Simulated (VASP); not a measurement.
# Bi (Fd-3m) in VASP: notebook

Bi is run at these levels: PBE; tasks: single point.

Everything below comes from runs of VASP 6.6.1. Logs are shortened: lines on timing, memory, paths and dates and some standing lists are left out, and cuts for length are marked.

## Step 1: The cell of the first run

It takes space group Fd-3m (No. 227, cubic). Conventional cell: a = 6.528 Å, b = 6.528 Å, c = 6.528 Å, α = 90.00°, β = 90.00°, γ = 90.00°. Bi (site symmetry -43m) has 4 Bi at 2.83 Å within 3.7 Å.

## Step 2: Single point, PBE

File INCAR:

```
  ALGO = Normal
  EDIFF = 1E-6
  ENCUT = 520
  GGA = PE
  ISIF = 2
  ISMEAR = -1
  LASPH = T
  LCHARG = F
  LREAL = F
  LWAVE = F
  NBANDS = 22
  NELM = 100
  PREC = Accurate
  SIGMA = 0.1
```

File KPOINTS:

```
k-points
0
Gamma
  6 6 6
```

File POSCAR:

```
Bi
1.0
    0.0000000000      3.2638651753      3.2638651753
    3.2638651753      0.0000000000      3.2638651753
    3.2638651753      3.2638651753      0.0000000000
Bi
2
Direct
    0.0000000000      0.0000000000      0.0000000000
    0.2500000000      0.2500000000      0.2500000000
```

Potentials or basis: VASP PAW PBE potentials, release 64 (Bi_d).

Started as:

```sh
$ cat potpaw_PBE.64/Bi_d/POTCAR > POTCAR
$ mpirun -np 1 vasp_std > vasp.out
```

OUTCAR:

```text
EDIFF = 1E-6
   ENCUT = 520
   GGA = PE
   ISIF = 2
   ISMEAR = -1
   LASPH = T
   LREAL = F
   NELM = 100
   PREC = Accurate

 ion  position               nearest neighbor table
   1  0.000  0.000  0.000-   2 2.83   2 2.83   2 2.83   2 2.83
   2  0.250  0.250  0.250-   1 2.83   1 2.83   1 2.83   1 2.83

  LATTYP: Found a face centered cubic cell.
 ALAT       =     6.5277303506

  Lattice vectors:

 A1 = (   0.0000000000,   3.2638651753,   3.2638651753)
 A2 = (   3.2638651753,   0.0000000000,   3.2638651753)
 A3 = (   3.2638651753,   3.2638651753,   0.0000000000)

Analysis of symmetry for initial positions (statically):
=====================================================================
 Subroutine PRICEL returns:
 Original cell was already a primitive cell.

 Routine SETGRP: Setting up the symmetry group for a
 face centered cubic supercell.

 Subroutine GETGRP returns: Found 48 space group operations
 (whereof 24 operations were pure point group operations)
 out of a pool of 48 trial point group operations.

The static configuration has the point symmetry T_d .
 The point group associated with its full space group is O_h .

Analysis of symmetry for dynamics (positions and initial velocities):
=====================================================================
 Subroutine PRICEL returns:
 Original cell was already a primitive cell.

 Routine SETGRP: Setting up the symmetry group for a
 face centered cubic supercell.

 Subroutine GETGRP returns: Found 48 space group operations
 (whereof 24 operations were pure point group operations)
 out of a pool of 48 trial point group operations.

The dynamic configuration has the point symmetry T_d .
 The point group associated with its full space group is O_h .

 Subroutine INISYM returns: Found 48 space group operations
 (whereof 24 operations are pure point group operations),
 and found     1 'primitive' translations

----------------------------------------------------------------------------------------

                                     Primitive cell

  volume of cell :      69.5387

  direct lattice vectors                    reciprocal lattice vectors
     0.000000000  3.263865175  3.263865175    -0.153192602  0.153192602  0.153192602
[... 70 lines left out ...]
   ICHARG =      2    charge: 1-file 2-atom 10-const
   ISPIN  =      1    spin polarized calculation?
   LNONCOLLINEAR =      F non collinear calculations
   LSORBIT =      F    spin-orbit coupling
   LASPH  =      T    aspherical Exc in radial PAW
   ENCUT  =  520.0 eV  38.22 Ry    6.18 a.u.   8.58  8.58  8.58*2*pi/ulx,y,z
   NELM   =    100;   NELMIN=  2; NELMDL= -5     # of ELM steps
   EDIFF  = 0.1E-05   stopping-criterion for ELM
   LREAL  =      F    real-space projection
   EDIFFG = 0.1E-04   stopping-criterion for IOM
   NSW    =      0    number of steps for IOM
   IBRION =     -1    ionic relax: 0-MD 1-quasi-New 2-CG
   NFREE  =      0    steps in history (QN), initial steepest desc. (CG)
   ISIF   =      2    stress and relaxation
   ISYM   =      2    0-nonsym 1-usesym 2-fastsym
   POTIM  = 0.5000    time-step for ionic-motion
   TEBEG  =    0.0;   TEEND  =   0.0 temperature during run
   PSTRESS=    0.0 pullay stress
   NELECT =      30.0000    total number of electrons
   NUPDOWN=      -1.0000    fix difference up-down
   EMIN   =  10.00;   EMAX   =-10.00  energy-range for DOS
   EFERMI =   0.00;   METHOD = LEGACY
   ISMEAR =    -1;   SIGMA  =   0.10  broadening in eV -4-tet -1-fermi 0-gaus
   EFERMI_NEDOS =   21; number of points for ismear=-14 and -15
   IALGO  =     38    algorithm
   IMIX   =      4    mixing-type and parameters
     AMIX     =   0.40;   BMIX     =  1.00
     AMIX_MAG =   1.60;   BMIX_MAG =  1.00
  volume/ion in A,a.u.               =      34.77       234.64
  Fermi-wavevector in a.u.,A,eV,Ry     =   1.237010  2.337609 20.819533  1.530193
  Thomas-Fermi vector in A             =   2.371594
   LORBIT       =      0    0 simple, 1 ext, 2 COOP (PROOUT), +10 PAW based schemes
   GGA     = PE    functional components
   LHFCALC =     F    Hartree Fock is set to
   AEXX    =    0.0000 exact exchange contribution
   IVDW    =     0    specifies the selected vdW correction
   LEPSILON=     F    determine dielectric tensor
   LRPA    =     F    only Hartree local field effects (RPA)
 non-spin polarized calculation
  energy-cutoff  :      520.00
  volume of cell :       69.54
 maximum number of plane-waves:      1895
 NGX is ok and might be reduce to    36
   NGX = 17   NGY = 17   NGZ = 17

 number of electron      29.9999988 magnetization

 Free energy of the ion-electron system (eV)
  ---------------------------------------------------
  ext. energy  EPLUGINS =         0.00000000
  ---------------------------------------------------
  free energy    TOTEN  =        -6.13991108 eV

  energy without entropy =       -6.10702740  energy(sigma->0) =       -6.12346924

 E-fermi :   7.0511     XC(G=0):  -9.3524

 val. band max:        6.9067662602   @ k =  -0.3333   0.3333   0.1667
 cond. band min:       7.3246479717   @ k =   0.5000   0.3333   0.0000
 fundamental gap:      0.4178817116
 Fermi energy:         7.0510794074

 k-point     1 :       0.0000    0.0000    0.0000
  band No.  band energies     occupation
      1     -16.5547      2.00000
      2     -16.5547      2.00000
      3     -16.5547      2.00000
      4     -16.4562      2.00000
      5     -16.4562      2.00000
      6     -16.0223      2.00000
[... 389 lines left out ...]
     21      15.8873      0.00000
     22      15.8873      0.00000

------------------------ aborting loop because EDIFF is reached ----------------------------------------

  FORCE on cell =-STRESS in cart. coord.  units (eV):
  Direction    XX          YY          ZZ          XY          YZ          ZX
  --------------------------------------------------------------------------------------
  -------------------------------------------------------------------------------------
  Total        8.6478357      8.6478357      8.6478357      0.0000000      0.0000000     -0.0000000
  in kB      199.2468132    199.2468132    199.2468132      0.0000000      0.0000000     -0.0000000
  external PRESSURE =     199.2468132 kB  Pullay stress =       0.0000000 kB

 VOLUME and BASIS-vectors are now :
 -----------------------------------------------------------------------------
  energy-cutoff  :      520.00
  volume of cell :       69.54
      direct lattice vectors                 reciprocal lattice vectors
     0.000000000  3.263865175  3.263865175    -0.153192602  0.153192602  0.153192602
     3.263865175  0.000000000  3.263865175     0.153192602 -0.153192602  0.153192602
     3.263865175  3.263865175  0.000000000     0.153192602  0.153192602 -0.153192602

 POSITION                                       TOTAL-FORCE (eV/Angst)
 -----------------------------------------------------------------------------------
      0.00000      0.00000      0.00000        -0.000000     -0.000000     -0.000000
      1.63193      1.63193      1.63193         0.000000      0.000000      0.000000
 -----------------------------------------------------------------------------------
    total drift:                                0.000000      0.000000      0.000000

  FREE ENERGIE OF THE ION-ELECTRON SYSTEM (eV)
  ---------------------------------------------------
  free  energy   TOTEN  =        -6.1399110773 eV

  energy  without entropy=       -6.1070273993  energy(sigma->0) =       -6.12346924
```

OSZICAR:

```text
N       E                     dE             d eps       ncg     rms          rms(c)
DAV:   1     0.308828813139E+03    0.30883E+03   -0.15985E+04   704   0.162E+03
DAV:   2     0.205163351648E+02   -0.28831E+03   -0.28083E+03   704   0.440E+02
DAV:   3    -0.525285553970E+01   -0.25769E+02   -0.25403E+02   860   0.146E+02
DAV:   4    -0.615207796327E+01   -0.89922E+00   -0.89807E+00   798   0.294E+01
DAV:   5    -0.620159835009E+01   -0.49520E-01   -0.49520E-01  1088   0.626E+00    0.155E+00
DAV:   6    -0.615952490547E+01    0.42073E-01   -0.19803E-02   874   0.102E+00    0.888E-01
DAV:   7    -0.613955355804E+01    0.19971E-01   -0.30468E-02   974   0.113E+00    0.118E-01
DAV:   8    -0.613990447597E+01   -0.35092E-03   -0.16618E-03   932   0.259E-01    0.152E-02
DAV:   9    -0.613990687114E+01   -0.23952E-05   -0.73546E-05   960   0.566E-02    0.738E-03
DAV:  10    -0.613991121985E+01   -0.43487E-05   -0.10997E-05   772   0.303E-02    0.246E-03
DAV:  11    -0.613991107734E+01    0.14251E-06   -0.17457E-06   644   0.152E-02
   1 F= -.61399111E+01 E0= -.61234692E+01  d E =-.328837E-01
```

It took 23 s on 1 thread of Intel Xeon Platinum 8259CL at 2.50GHz (Skylake/Cascade Lake), shared host; peak memory 0.2 GiB.

What came out:

| Quantity | Value |
| --- | --- |
| Free energy | -6.1399 eV |
| Pressure | 19.9 GPa |
| Band gap on the k mesh | zero (band 15 reaches 7.33 eV, above the bottom of band 16 at 6.09 eV) |

Caveat: spin-orbit coupling is left out, which moves the levels of the heavy elements.

## Step 3: Single point, PBE

This run uses another cell than the first one, of 39.09 Å³/atom, 1.124 times its volume.

File INCAR:

```
SYSTEM = Bi
PREC = Accurate ; ENCUT = 520
EDIFF = 1E-6 ; ISMEAR = -1
SIGMA = 0.1 ; LREAL = .FALSE.
LASPH = .TRUE. ; NELM = 60
ALGO = Normal ; ISIF = 2
LWAVE = .FALSE. ; LCHARG = .FALSE.
GGA = PE ; NBANDS = 22
```

File KPOINTS:

```
regular mesh
0
G
  6 6 6
  0 0 0
```

File POSCAR:

```
Bi
1.0
    0.0000000000      3.3939342246      3.3939342246
    3.3939342246      0.0000000000      3.3939342246
    3.3939342246      3.3939342246      0.0000000000
Bi
2
Direct
    0.0000000000      0.0000000000      0.0000000000
    0.2500000000      0.2500000000      0.2500000000
```

Potentials or basis: VASP PAW PBE potentials, release 64 (Bi_d).

Started as:

```sh
$ cat potpaw_PBE.64/Bi_d/POTCAR > POTCAR
$ mpirun -np 1 vasp_std > vasp.out
```

It took 22 s on 1 thread of Intel Xeon Platinum 8259CL at 2.50GHz (Skylake/Cascade Lake), shared host; peak memory 0.2 GiB.

The run converged. Its results:

- Free energy: -6.9254 eV
- Pressure: 9.9 GPa
- Band gap on the k mesh: zero (band 15 reaches 5.97 eV, above the bottom of band 16 at 4.95 eV)

Levels at points of the mesh, in eV from the Fermi level:
| k point | band 13 | band 14 | band 15 | band 16 | band 17 | band 18 |
| --- | --- | --- | --- | --- | --- | --- |
| (0.00, 0.00, 0.00) | -1.65 | -1.65 | -1.65 | 0.71 | 0.71 | 0.71 |
| (0.50, 0.00, 0.00) | -2.85 | -2.67 | -2.67 | 1.91 | 1.91 | 4.52 |
| (0.50, 0.50, 0.00) | -3.76 | -3.76 | -0.73 | -0.73 | 5.19 | 5.19 |

Caveat: spin-orbit coupling is left out, which moves the levels of the heavy elements.
